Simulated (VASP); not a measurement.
Crystal: NaH.

```
Na H
1.0
    -0.02542    2.40134    2.40134
     2.40134   -0.02542    2.40134
     2.40134    2.40134   -0.02542
Na H
1 1
Direct
  0.00000 0.00000 0.00000
  0.50000 0.50000 0.50000
```

This cell differs from its parent crystal: epitaxial 111 strain +1.2%.

Program: VASP 6.6.1. Alike in all runs: task single point; potentials or basis VASP PAW PBE potentials, release 64 (Na_pv, H); no spin polarisation; cell as given; cutoff (eV) 520.

Question: Order these runs on this cell by their band gap on the k mesh, lowest first.
A. level HSE06; k mesh 6 × 6 × 6; smearing gaussian 0.01 eV; grid for exact exchange (PRECFOCK) Normal; share of exact exchange 0.25; screening parameter 0.2079 1/Å
B. level r2SCAN; k mesh 10 × 10 × 10; smearing gaussian 0.01 eV
C. level PBE; k mesh 10 × 10 × 10; smearing fermi-dirac 0.02 eV

Answer: C (3.75 eV), B (4.36 eV), A (4.82 eV).

A k mesh can miss the band edges.
